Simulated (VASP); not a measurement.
Zn:

```xyz
2
Lattice="2.6700 0.0000 0.0000 -1.3350 2.3123 0.0000 0.0000 0.0000 4.9660" Properties=species:S:1:pos:R:3 pbc="T T T"
Zn    1.3350    0.7708    3.7245
Zn    0.0000    1.5415    1.2415
```

* Program: VASP 6.6.1
* Task: relaxation of cell and atoms
* Functional: RPBE
* Potentials or basis: VASP PAW PBE potentials, release 64 (Zn)
* Cutoff: 600 eV
* k mesh: 11 × 11 × 6
* Occupations: fermi-dirac, width 0.05 eV
* Spin: no spin polarisation

At the start: pressure 2.1 GPa; volume 15.33 Å³/atom.

Question: How do energy, volume and symmetry change on relaxing?

Answer: Over 13 steps the energy falls by 7.5 meV/atom and the volume is 15.78 Å³/atom (+2.9 %); space group P6_3/mmc (No. 194, to 0.05 Å).

The path:
```tsv
step	energy change (eV)	largest force (eV/Å)	pressure (GPa)	volume (Å³)
1	0.0000	0.0000	2.11	30.66
2	-0.0105	0.0000	0.42	31.56
3	-0.0110	0.0000	0.06	31.74
4	-0.0107	0.0000	-0.42	32.09
5	-0.0111	0.0000	-0.43	31.93
6	-0.0111	0.0000	-0.19	31.84
7	-0.0111	0.0000	-0.14	31.86
8	-0.0111	0.0000	-0.17	31.90
9	-0.0120	0.0000	-0.30	31.85
10	-0.0136	0.0000	-0.27	31.73
11	-0.0148	0.0000	0.06	31.50
12	-0.0148	0.0000	-0.04	31.58
13	-0.0149	0.0000	-0.05	31.55
```

Final structure:
```
Zn
1.0
     2.73865    0.00000    0.00000
    -1.36933    2.37174    0.00000
     0.00000    0.00000    4.85749
Zn
2
Cartesian
  1.3693 0.7906 3.6431
  0.0000 1.5812 1.2144
```

Caveat: the PAW data sets were made with another functional, which shifts forces and pressure a little.
